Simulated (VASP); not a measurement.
# BN (rocksalt type) (Fm-3m) in VASP: a series of runs

The runs below take BN (rocksalt type) through single point, relaxation of cell and atoms, with PBEsol.

Program: VASP 6.6.1. These are calculated values, not measurements. Logs are shortened: lines on timing, memory, paths and dates and some standing lists are left out, and cuts for length are marked.

## Step 1: The cell of the first run

Symmetry: Fm-3m, No. 225, cubic system. Conventional cell: a = 3.412 Å, b = 3.412 Å, c = 3.412 Å, α = 90.00°, β = 90.00°, γ = 90.00°. B (site symmetry m-3m) has 6 N at 1.71 Å within 2.3 Å. N (site symmetry m-3m) has 6 B at 1.71 Å within 2.3 Å.

## Step 2: Single point, PBEsol (volume scaled by 0.94)

File INCAR:

```
ALGO = Normal
EDIFF = 1E-6
ENCUT = 520
GGA = PS
ISIF = 2
ISMEAR = -1
LASPH = T
LCHARG = T
LELF = T
LREAL = F
LVHAR = T
LWAVE = F
NBANDS = 11
NELM = 80
PREC = Accurate
SIGMA = 0.1
```

File KPOINTS:

```
k-points
0
Gamma
  15 15 15
```

File POSCAR:

```
BN
1.0
    0.0000000000      1.7058398047      1.7058398047
    1.7058398047      0.0000000000      1.7058398047
    1.7058398047      1.7058398047      0.0000000000
B N
1 1
Direct
    0.0000000000      0.0000000000      0.0000000000
    0.5000000000      0.5000000000      0.5000000000
```

Potentials or basis: VASP PAW PBE potentials, release 64 (B, N).

Command:

```bash
$ cat potpaw_PBE.64/B/POTCAR potpaw_PBE.64/N/POTCAR > POTCAR
$ mpirun -np 1 vasp_std > vasp.out
```

OUTCAR:

```text
EDIFF = 1E-6
   ENCUT = 520
   GGA = PS
   ISIF = 2
   ISMEAR = -1
   LASPH = T
   LREAL = F
   NELM = 80
   PREC = Accurate

 ion  position               nearest neighbor table
   1  0.000  0.000  0.000-   2 1.71   2 1.71   2 1.71   2 1.71   2 1.71   2 1.71
   2  0.500  0.500  0.500-   1 1.71   1 1.71   1 1.71   1 1.71   1 1.71   1 1.71

  LATTYP: Found a face centered cubic cell.
 ALAT       =     3.4116796094

  Lattice vectors:

 A1 = (   0.0000000000,   1.7058398047,   1.7058398047)
 A2 = (   1.7058398047,   0.0000000000,   1.7058398047)
 A3 = (   1.7058398047,   1.7058398047,   0.0000000000)

Analysis of symmetry for initial positions (statically):
=====================================================================
 Subroutine PRICEL returns:
 Original cell was already a primitive cell.

 Routine SETGRP: Setting up the symmetry group for a
 face centered cubic supercell.

 Subroutine GETGRP returns: Found 48 space group operations
 (whereof 48 operations were pure point group operations)
 out of a pool of 48 trial point group operations.

The static configuration has the point symmetry O_h .

Analysis of symmetry for dynamics (positions and initial velocities):
=====================================================================
 Subroutine PRICEL returns:
 Original cell was already a primitive cell.

 Routine SETGRP: Setting up the symmetry group for a
 face centered cubic supercell.

 Subroutine GETGRP returns: Found 48 space group operations
 (whereof 48 operations were pure point group operations)
 out of a pool of 48 trial point group operations.

The dynamic configuration has the point symmetry O_h .

 Subroutine INISYM returns: Found 48 space group operations
 (whereof 48 operations are pure point group operations),
 and found     1 'primitive' translations

----------------------------------------------------------------------------------------

                                     Primitive cell

  volume of cell :       9.9276

  direct lattice vectors                    reciprocal lattice vectors
     0.000000000  1.705839805  1.705839805    -0.293110759  0.293110759  0.293110759
     1.705839805  0.000000000  1.705839805     0.293110759 -0.293110759  0.293110759
     1.705839805  1.705839805  0.000000000     0.293110759  0.293110759 -0.293110759

  length of vectors
     2.412421787  2.412421787  2.412421787     0.507682727  0.507682727  0.507682727

  position of ions in fractional coordinates (direct lattice)
     0.000000000  0.000000000  0.000000000
     0.500000000  0.500000000  0.500000000

  ion indices of the primitive-cell ions
   primitive index   ion index
                 1           1
                 2           2

----------------------------------------------------------------------------------------

 KPOINTS: k-points

Automatic generation of k-mesh.
 Grid dimensions read from file:
 generate k-points for:   15   15   15

 Generating k-lattice:

  Cartesian coordinates                     Fractional coordinates (reciprocal lattice)
    -0.019540717  0.019540717  0.019540717     0.066666667  0.000000000  0.000000000
     0.019540717 -0.019540717  0.019540717     0.000000000  0.066666667  0.000000000
     0.019540717  0.019540717 -0.019540717     0.000000000  0.000000000  0.066666667

  Length of vectors
     0.033845515  0.033845515  0.033845515

  Shift w.r.t. Gamma in fractional coordinates (k-lattice)
     0.000000000  0.000000000  0.000000000

 Subroutine IBZKPT returns following result:
 ===========================================

 Found    120 irreducible k-points:

 Following reciprocal coordinates:
            Coordinates               Weight
  0.000000  0.000000  0.000000      1.000000
  0.066667  0.000000  0.000000      8.000000
  0.133333  0.000000  0.000000      8.000000
  0.200000  0.000000  0.000000      8.000000
  0.266667  0.000000  0.000000      8.000000
  0.333333  0.000000  0.000000      8.000000
[... 16 lines left out ...]
  0.133333  0.133333  0.000000      6.000000
  0.200000  0.133333  0.000000     24.000000
 [... further k-points ...]
   k-points           NKPTS =    120   k-points in BZ     NKDIM =    120   number of bands    NBANDS=     11
   number of dos      NEDOS =    301   number of ions     NIONS =      2
   total plane-waves  NPLWV =   5832
   dimension x,y,z NGX =    18 NGY =   18 NGZ =   18
   dimension x,y,z NGXF=    36 NGYF=   36 NGZF=   36
   ions per type =               1   1
   NGX,Y,Z   is equivalent  to a cutoff of  12.40, 12.40, 12.40 a.u.
   NGXF,Y,Z  is equivalent  to a cutoff of  24.81, 24.81, 24.81 a.u.
 SYSTEM =  unknown system
   PREC   = accura    normal or accurate (medium, high low for compatibility)
   ISTART =      0    job   : 0-new  1-cont  2-samecut
   ICHARG =      2    charge: 1-file 2-atom 10-const
   ISPIN  =      1    spin polarized calculation?
   LNONCOLLINEAR =      F non collinear calculations
   LSORBIT =      F    spin-orbit coupling
   LASPH  =      T    aspherical Exc in radial PAW
   ENCUT  =  520.0 eV  38.22 Ry    6.18 a.u.   4.49  4.49  4.49*2*pi/ulx,y,z
   NELM   =     80;   NELMIN=  2; NELMDL= -5     # of ELM steps
   EDIFF  = 0.1E-05   stopping-criterion for ELM
   LREAL  =      F    real-space projection
   EDIFFG = 0.1E-04   stopping-criterion for IOM
   NSW    =      0    number of steps for IOM
   IBRION =     -1    ionic relax: 0-MD 1-quasi-New 2-CG
   NFREE  =      0    steps in history (QN), initial steepest desc. (CG)
   ISIF   =      2    stress and relaxation
   ISYM   =      2    0-nonsym 1-usesym 2-fastsym
   POTIM  = 0.5000    time-step for ionic-motion
   TEBEG  =    0.0;   TEEND  =   0.0 temperature during run
   PSTRESS=    0.0 pullay stress
   NELECT =       8.0000    total number of electrons
   NUPDOWN=      -1.0000    fix difference up-down
   EMIN   =  10.00;   EMAX   =-10.00  energy-range for DOS
   EFERMI =   0.00;   METHOD = LEGACY
   ISMEAR =    -1;   SIGMA  =   0.10  broadening in eV -4-tet -1-fermi 0-gaus
   EFERMI_NEDOS =   21; number of points for ismear=-14 and -15
   IALGO  =     38    algorithm
   IMIX   =      4    mixing-type and parameters
     AMIX     =   0.40;   BMIX     =  1.00
     AMIX_MAG =   1.60;   BMIX_MAG =  1.00
  volume/ion in A,a.u.               =       4.96        33.50
  Fermi-wavevector in a.u.,A,eV,Ry     =   1.523433  2.878870 31.577040  2.320847
  Thomas-Fermi vector in A             =   2.631877
   LORBIT       =      0    0 simple, 1 ext, 2 COOP (PROOUT), +10 PAW based schemes
   GGA     = PS    functional components
   LHFCALC =     F    Hartree Fock is set to
   AEXX    =    0.0000 exact exchange contribution
   IVDW    =     0    specifies the selected vdW correction
   LEPSILON=     F    determine dielectric tensor
   LRPA    =     F    only Hartree local field effects (RPA)
 non-spin polarized calculation
  energy-cutoff  :      520.00
  volume of cell :        9.93
 maximum number of plane-waves:       283
 NGX is ok and might be reduce to    18
   NGX =  9   NGY =  9   NGZ =  9

 number of electron       7.9999999 magnetization

 Free energy of the ion-electron system (eV)
  ---------------------------------------------------
  ext. energy  EPLUGINS =         0.00000000
  ---------------------------------------------------
  free energy    TOTEN  =       -14.92869266 eV

  energy without entropy =      -14.92869026  energy(sigma->0) =      -14.92869146

 E-fermi :  12.4015     XC(G=0): -14.2307

 val. band max:       11.4152795851   @ k =  -0.2000   0.1333   0.0000
 cond. band min:      13.2425777801   @ k =   0.4667   0.4667   0.0000
 fundamental gap:      1.8272981950
 Fermi energy:        12.4015458908

 k-point     1 :       0.0000    0.0000    0.0000
  band No.  band energies     occupation
      1     -12.1177      2.00000
      2      10.4785      2.00000
      3      10.4785      2.00000
      4      10.4785      2.00000
      5      22.2140      0.00000
      6      24.2033      0.00000
      7      24.2033      0.00000
      8      24.2033      0.00000
      9      30.2432      0.00000
     10      30.2432      0.00000
     11      30.2432      0.00000

 k-point     2 :       0.0667    0.0000    0.0000
  band No.  band energies     occupation
      1     -11.9860      2.00000
      2       9.9131      2.00000
      3      10.4645      2.00000
      4      10.4645      2.00000
      5      22.3077      0.00000
      6      23.7140      0.00000
      7      23.7140      0.00000
      8      24.1377      0.00000
      9      29.7438      0.00000
     10      30.5860      0.00000
     11      30.5860      0.00000

 k-point     3 :       0.1333    0.0000    0.0000
  band No.  band energies     occupation
      1     -11.5930      2.00000
      2       8.4108      2.00000
      3      10.4333      2.00000
      4      10.4333      2.00000
      5      22.1403      0.00000
      6      22.5075      0.00000
      7      22.5075      0.00000
      8      24.3071      0.00000
      9      29.2950      0.00000
     10      31.5648      0.00000
     11      31.5648      0.00000

 k-point     4 :       0.2000    0.0000    0.0000
  band No.  band energies     occupation
      1     -10.9446      2.00000
      2       6.3522      2.00000
      3      10.4129      2.00000
      4      10.4129      2.00000
      5      21.0211      0.00000
      6      21.0211      0.00000
      7      21.4538      0.00000
      8      24.9099      0.00000
      9      29.5311      0.00000
     10      33.1078      0.00000
     11      33.1078      0.00000
[... 239 lines left out ...]
 k-point    22 :      -0.0667    0.0667    0.0000
  band No.  band energies     occupation
      1     -11.7671      2.00000
      2       9.3606      2.00000
      3       9.8206      2.00000
      4      10.7371      2.00000
      5      22.2682      0.00000
      6      22.4970      0.00000
      7      23.6763      0.00000
      8      24.1166      0.00000
      9      29.0608      0.00000
     10      30.7001      0.00000
     11      31.9695      0.00000

 k-point    23 :       0.1333    0.1333    0.0000
  band No.  band energies     occupation
      1     -11.4159      2.00000
      2       9.3320      2.00000
      3       9.3320      2.00000
      4       9.7877      2.00000
      5      19.9658      0.00000
      6      23.2580      0.00000
      7      24.2973      0.00000
      8      24.2973      0.00000
      9      26.5135      0.00000
     10      33.5429      0.00000
     11      33.5429      0.00000

 k-point    24 :       0.2000    0.1333    0.0000
  band No.  band energies     occupation
      1     -10.9369      2.00000
      2       7.8765      2.00000
      3       8.8950      2.00000
      4       9.9419      2.00000
      5      18.5385      0.00000
      6      23.2576      0.00000
      7      24.0048      0.00000
      8      24.5679      0.00000
      9      26.0627      0.00000
     10      34.9295      0.00000
     11      35.2245      0.00000

 [... further k-points ...]

------------------------ aborting loop because EDIFF is reached ----------------------------------------

  FORCE on cell =-STRESS in cart. coord.  units (eV):
  Direction    XX          YY          ZZ          XY          YZ          ZX
  --------------------------------------------------------------------------------------
  -------------------------------------------------------------------------------------
  Total        1.7543072      1.7543072      1.7543072      0.0000000     -0.0000000      0.0000000
  in kB      283.1206258    283.1206258    283.1206258      0.0000000     -0.0000000      0.0000000
  external PRESSURE =     283.1206258 kB  Pullay stress =       0.0000000 kB

 VOLUME and BASIS-vectors are now :
 -----------------------------------------------------------------------------
  energy-cutoff  :      520.00
  volume of cell :        9.93
      direct lattice vectors                 reciprocal lattice vectors
     0.000000000  1.705839805  1.705839805    -0.293110759  0.293110759  0.293110759
     1.705839805  0.000000000  1.705839805     0.293110759 -0.293110759  0.293110759
     1.705839805  1.705839805  0.000000000     0.293110759  0.293110759 -0.293110759

 POSITION                                       TOTAL-FORCE (eV/Angst)
 -----------------------------------------------------------------------------------
      0.00000      0.00000      0.00000        -0.000000     -0.000000      0.000000
      1.70584      1.70584      1.70584         0.000000      0.000000     -0.000000
 -----------------------------------------------------------------------------------
    total drift:                               -0.000000     -0.000000     -0.000000

  FREE ENERGIE OF THE ION-ELECTRON SYSTEM (eV)
  ---------------------------------------------------
  free  energy   TOTEN  =       -14.9286926585 eV

  energy  without entropy=      -14.9286902637  energy(sigma->0) =      -14.92869146
```

Wall time 6.1 s (1 thread of AMD EPYC 9R45 (Zen 5), shared host); peak memory 0.09 GiB.

Results:

```
Free energy            : -14.9287 eV
Pressure               : 28.3 GPa
Band gap on the k mesh : 1.83 eV, indirect (least direct gap 6.16 eV)
```

Caveat: the cell differs from its parent crystal (volume scaled by 0.94); the PAW data sets were made with another functional, which shifts forces and pressure a little. A k mesh can miss the band edges.

## Step 3: Single point, PBEsol

This run uses another cell than the first one, of 5.28 Å³/atom, 1.064 times its volume.

File INCAR:

```
SYSTEM = BN
PREC = Accurate
ENCUT = 520
EDIFF = 1E-7
ISMEAR = -1
SIGMA = 0.1
LREAL = .False.
LASPH = .True.
NELM = 60
ALGO = Normal
ISIF = 2
LWAVE = .False.
LCHARG = .False.
GGA = PS
NBANDS = 11
```

File KPOINTS:

```
Automatic mesh
0
Gamma
  15 15 15
  0 0 0
```

File POSCAR:

```
BN
1.0
    0.0000000000      1.7413883165      1.7413883165
    1.7413883165      0.0000000000      1.7413883165
    1.7413883165      1.7413883165      0.0000000000
B N
1 1
Direct
    0.0000000000      0.0000000000      0.0000000000
    0.5000000000      0.5000000000      0.5000000000
```

Potentials or basis: VASP PAW PBE potentials, release 64 (B, N).

Command:

```bash
$ cat potpaw_PBE.64/B/POTCAR potpaw_PBE.64/N/POTCAR > POTCAR
$ mpirun -np 1 vasp_std > vasp.out
```

Run time: 7 s. Hardware: 1 thread of AMD EPYC 9R45 (Zen 5), shared host; peak memory 0.09 GiB.

The run converged. Its results:

```yaml
Free_energy: -14.9840 eV
Pressure: 0.3 GPa
Band_gap_on_the_k_mesh: 1.35 eV, indirect (least direct gap 5.93 eV)
```

Levels at points of the mesh, in eV from the valence-band top:
| k point | band 1 | band 2 | band 3 | band 4 | band 5 | band 6 | band 7 | band 8 |
| --- | --- | --- | --- | --- | --- | --- | --- | --- |
| (0.00, 0.00, 0.00) | -22.66 | -0.90 | -0.90 | -0.90 | 9.44 | 12.15 | 12.15 | 12.15 |

Caveat: the PAW data sets were made with another functional, which shifts forces and pressure a little. A k mesh can miss the band edges.

## Step 4: Relaxation of cell and atoms, PBEsol

This run uses another cell than the first one, of 10.00 Å³/atom, 2.015 times its volume.

File INCAR:

```
SYSTEM = BN
  PREC = Accurate
  ENCUT = 600
  EDIFF = 1E-6
  ISMEAR = -1
  SIGMA = 0.1
  LREAL = .FALSE.
  LASPH = .TRUE.
  NELM = 60
  ALGO = Normal
  ISIF = 3
  LWAVE = .FALSE.
  LCHARG = .FALSE.
  GGA = PS
  IBRION = 2
  NSW = 60
  EDIFFG = -0.005
```

File KPOINTS:

```
regular mesh
0
G
  15 15 15
  0 0 0
```

File POSCAR:

```
BN
1.0
    0.0000000000      2.1544346900      2.1544346900
    2.1544346900      0.0000000000      2.1544346900
    2.1544346900      2.1544346900      0.0000000000
B N
1 1
Direct
    0.0000000000      0.0000000000      0.0000000000
    0.5000000000      0.5000000000      0.5000000000
```

Command:

```bash
$ cat potpaw_PBE.64/B/POTCAR potpaw_PBE.64/N/POTCAR > POTCAR
$ mpirun -np 1 vasp_std > vasp.out
```

It took 62 s on 1 thread of AMD EPYC 9R45 (Zen 5), shared host; peak memory 0.12 GiB.

It converged, with:

```yaml
Free_energy: -15.0040 eV
Relaxed_volume: 5.29 Å³/atom
Relaxed_cell: a = 2.464 Å, b = 2.464 Å, c = 2.464 Å, α = 60.00°, β = 60.00°, γ = 60.00°
Space_group_after_relaxing_to_0.05_Å: Fm-3m (No. 225)
Energy_gained_by_relaxing: 1707.6 meV/atom
Ionic_steps: 13
Pressure_after_relaxing: 0.0 GPa
Band_gap_on_the_k_mesh: 1.34 eV, indirect (least direct gap 5.93 eV)
```

The path:
| step | energy change (eV) | largest force (eV/Å) | pressure (GPa) | volume (Å³) |
| --- | --- | --- | --- | --- |
| 1 | 0.0000 | 0.0000 | -64.85 | 20.00 |
| 2 | -3.4122 | 0.0000 | 6.15 | 10.42 |
| 3 | -3.4151 | 0.0000 | 0.17 | 10.57 |
| 4 | -3.4127 | 0.0000 | -5.37 | 10.73 |
| 5 | -3.4131 | 0.0000 | -4.96 | 10.71 |
| 6 | -3.4140 | 0.0000 | -3.60 | 10.68 |
| 7 | -3.4141 | 0.0000 | -3.57 | 10.67 |
| 8 | -3.4142 | 0.0000 | -3.42 | 10.67 |
| 9 | -3.4143 | 0.0000 | -3.14 | 10.66 |
| 10 | -3.4146 | 0.0000 | -2.54 | 10.65 |
| 11 | -3.4150 | 0.0000 | -1.36 | 10.62 |
| 12 | -3.4151 | 0.0000 | 1.04 | 10.55 |
| 13 | -3.4151 | 0.0000 | -0.01 | 10.58 |

Final structure:
```cif
data_structure
_symmetry_space_group_name_H-M 'P 1'
_symmetry_Int_Tables_number 1
_cell_length_a 2.4641
_cell_length_b 2.4641
_cell_length_c 2.4641
_cell_angle_alpha 60.000
_cell_angle_beta 60.000
_cell_angle_gamma 60.000
_cell_volume 10.58
loop_
_atom_site_label
_atom_site_type_symbol
_atom_site_fract_x
_atom_site_fract_y
_atom_site_fract_z
_atom_site_occupancy
B1 B 0.00000 0.00000 0.00000 1
N1 N 0.50000 0.50000 0.50000 1
```

Levels at points of the mesh, in eV from the valence-band top:
```csv
k point,band 1,band 2,band 3,band 4,band 5,band 6,band 7,band 8
"(0.00, 0.00, 0.00)",-22.63,-0.90,-0.90,-0.90,9.41,12.13,12.13,12.13
```

Caveat: the volume moved by over 15 % at a fixed basis, so the end points are rough; the PAW data sets were made with another functional, which shifts forces and pressure a little. A k mesh can miss the band edges.

## Step 5: The runs side by side

| task | cell | cutoff (eV) | gap on the mesh (eV) | pressure (GPa) |
| --- | --- | --- | --- | --- |
| single point | a = 2.412 Å, angles 60.0°, 2 atoms | 520 | 1.83 | 28.3 |
| single point | a = 2.463 Å, angles 60.0°, 2 atoms | 520 | 1.35 | 0.3 |
| relaxation of cell and atoms | relaxed from a = 3.047 Å, angles 60.0°, 2 atoms | 600 | 1.34 | 0.0 |

Alike in all rows: level PBEsol; potentials or basis VASP PAW PBE potentials, release 64 (B, N); no spin polarisation; k mesh 15 × 15 × 15; smearing fermi-dirac 0.1 eV.

Caveats: the PAW data sets were made with another functional, which shifts forces and pressure a little; the volume moved by over 15 % at a fixed basis, so the end points are rough (some runs).

Total energies depend on the potentials used, so only differences within one code and one set of settings carry meaning.
